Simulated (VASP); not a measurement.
# BiSb3O2 (P6/mmm) in VASP: further runs, part 2 of 2

VASP 6.6.1. Earlier steps stand in the parts before.

### 4 Single point, PBE

This run uses another cell than the first one, of 21.06 Å³/atom, 1.004 times its volume.

Contents of INCAR:

```
SYSTEM = BiSb3O2
  PREC = Accurate
  ENCUT = 520
  EDIFF = 1E-6
  ISMEAR = 0
  SIGMA = 0.1
  LREAL = .False.
  LASPH = .True.
  NELM = 100
  ALGO = Normal
  ISIF = 2
  LWAVE = .False.
  LCHARG = .False.
  GGA = PE
  NBANDS = 30
```

Contents of KPOINTS:

```
regular mesh
0
Gamma
  3 3 6
  0 0 0
```

Contents of POSCAR:

```
BiSb3O2
1.0
    6.4265801588      0.0000000000      0.0000000000
   -3.2132900794      5.5655816770      0.0000000000
    0.0000000000      0.0000000000      3.5324963545
Sb Bi O
3 1 2
Direct
    0.0000000000      0.5000000000      0.0000000000
    0.5000000000      0.5000000000      0.0000000000
    0.5000000000      0.0000000000      0.0000000000
    0.0000000000      0.0000000000      0.5000000000
    0.6666666667      0.3333333333      0.5000000000
    0.3333333333      0.6666666667      0.5000000000
```

Potentials or basis: VASP PAW PBE potentials, release 64 (Sb, Bi_d, O).

Run with:

```console
> cat potpaw_PBE.64/Sb/POTCAR potpaw_PBE.64/Bi_d/POTCAR potpaw_PBE.64/O/POTCAR > POTCAR
> mpirun -np 1 vasp_std > vasp.out
```

OUTCAR:

```text
SYSTEM = BiSb3O2
   PREC = Accurate
   ENCUT = 520
   EDIFF = 1E-6
   ISMEAR = 0
   LREAL = .False.
   LASPH = .True.
   NELM = 100
   ISIF = 2
   GGA = PE

 ion  position               nearest neighbor table
   1  0.000  0.500  0.000-   5 2.56   6 2.56   5 2.56   6 2.56   2 3.21   2 3.21   3 3.21   3 3.21
                             4 3.67   4 3.67   4 3.67   4 3.67
   2  0.500  0.500  0.000-   5 2.56   6 2.56   5 2.56   6 2.56   1 3.21   1 3.21   3 3.21   3 3.21
                             4 3.67   4 3.67   4 3.67   4 3.67
   3  0.500  0.000  0.000-   5 2.56   6 2.56   5 2.56   6 2.56   1 3.21   2 3.21   2 3.21   1 3.21
                             4 3.67   4 3.67   4 3.67   4 3.67
   4  0.000  0.000  0.500-   3 3.67   3 3.67   3 3.67   3 3.67   2 3.67   2 3.67   1 3.67   1 3.67
                             1 3.67   1 3.67   2 3.67   2 3.67
   5  0.667  0.333  0.500-   1 2.56   1 2.56   3 2.56   3 2.56   2 2.56   2 2.56
   6  0.333  0.667  0.500-   1 2.56   1 2.56   3 2.56   3 2.56   2 2.56   2 2.56

  LATTYP: Found a hexagonal cell.
 ALAT       =     6.4265801588
 C/A-ratio  =     0.5496696948

  Lattice vectors:

 A1 = (   6.4265801588,   0.0000000000,   0.0000000000)
 A2 = (  -3.2132900794,   5.5655816770,   0.0000000000)
[... 176 lines left out ...]
 fundamental gap:      0.1716765001
 Fermi energy:         8.0880546750

 k-point     1 :       0.0000    0.0000    0.0000
  band No.  band energies     occupation
      1     -14.9177      2.00000
      2     -14.8637      2.00000
      3     -14.8637      2.00000
      4     -14.8330      2.00000
      5     -14.8330      2.00000
      6     -10.8484      2.00000
[... 385 lines left out ...]
     29      10.4654      0.00000
     30      13.9116      0.00000

------------------------ aborting loop because EDIFF is reached ----------------------------------------

  FORCE on cell =-STRESS in cart. coord.  units (eV):
  Direction    XX          YY          ZZ          XY          YZ          ZX
  --------------------------------------------------------------------------------------
  -------------------------------------------------------------------------------------
  Total       -0.2828431     -0.2828431     -0.3906404      0.0000000     -0.0000000      0.0000000
  in kB       -3.5866086     -3.5866086     -4.9535384      0.0000000     -0.0000000      0.0000000
  external PRESSURE =      -4.0422519 kB  Pullay stress =       0.0000000 kB

 VOLUME and BASIS-vectors are now :
 -----------------------------------------------------------------------------
  energy-cutoff  :      520.00
  volume of cell :      126.35
      direct lattice vectors                 reciprocal lattice vectors
     6.426580159  0.000000000  0.000000000     0.155603754  0.089837869  0.000000000
    -3.213290079  5.565581677  0.000000000     0.000000000  0.179675739  0.000000000
     0.000000000  0.000000000  3.532496355     0.000000000  0.000000000  0.283085926

 POSITION                                       TOTAL-FORCE (eV/Angst)
 -----------------------------------------------------------------------------------
     -1.60665      2.78279      0.00000         0.000000      0.000000      0.000000
      1.60665      2.78279      0.00000         0.000000      0.000000      0.000000
      3.21329      0.00000      0.00000         0.000000      0.000000      0.000000
      0.00000      0.00000      1.76625         0.000000      0.000000      0.000000
      3.21329      1.85519      1.76625        -0.000000      0.000000      0.000000
     -0.00000      3.71039      1.76625         0.000000     -0.000000      0.000000
 -----------------------------------------------------------------------------------
    total drift:                               -0.000000      0.000000     -0.000000

  FREE ENERGIE OF THE ION-ELECTRON SYSTEM (eV)
  ---------------------------------------------------
  free  energy   TOTEN  =       -26.6270551774 eV

  energy  without entropy=      -26.6045956675  energy(sigma->0) =      -26.61582542
```

Wall time 80 s (1 thread of Oxide Virtual Turin-like, shared host); peak memory 0.22 GiB.

What came out:

```
Free energy            : -26.6271 eV
Pressure               : -0.4 GPa
Band gap on the k mesh : zero (band 21 reaches 10.06 eV, above the bottom of band 22 at 7.04 eV)
```

Stress tensor (GPa, compression positive):
```
-0.36  0.00  0.00
 0.00 -0.36  0.00
 0.00  0.00 -0.50
```

Levels at points of the mesh, in eV from the Fermi level:
| k point | band 16 | band 17 | band 18 | band 19 | band 20 | band 21 | band 22 | band 23 | band 24 | band 25 |
| --- | --- | --- | --- | --- | --- | --- | --- | --- | --- | --- |
| (0.00, 0.00, 0.00) | -3.28 | -2.84 | -2.84 | -1.89 | -1.89 | 1.97 | 2.01 | 2.59 | 2.59 | 2.60 |
| (0.00, 0.00, 0.50) | -3.97 | -3.55 | -3.03 | -3.03 | -1.72 | -1.21 | -0.46 | -0.46 | 1.63 | 1.74 |

Caveat: the k points lie up to 0.38 Å⁻¹ apart; spin-orbit coupling is left out, which moves the levels of the heavy elements.

### 5 The runs side by side

```csv
cell,k mesh,gap on the mesh (eV),pressure (GPa)
"a = 6.386, b = 6.386, c = 3.563 Å, angles 90.0, 90.0, 120.0°, 6 atoms",3 × 3 × 4,none,-0.6
"a = 6.408, b = 6.408, c = 3.757 Å, angles 90.0, 90.0, 120.0°, 6 atoms",3 × 3 × 4,none,-5.0
"a = 6.427, b = 6.427, c = 3.532 Å, angles 90.0, 90.0, 120.0°, 6 atoms",3 × 3 × 6,none,-0.4
```

Alike in all rows: task single point; level PBE; potentials or basis VASP PAW PBE potentials, release 64 (Sb, Bi_d, O); no spin polarisation; cutoff (eV) 520; smearing gaussian 0.1 eV.

Caveats: all runs use coarse meshes; spin-orbit coupling is left out, which moves the levels of the heavy elements.

Total energies depend on the potentials used, so only differences within one code and one set of settings carry meaning.
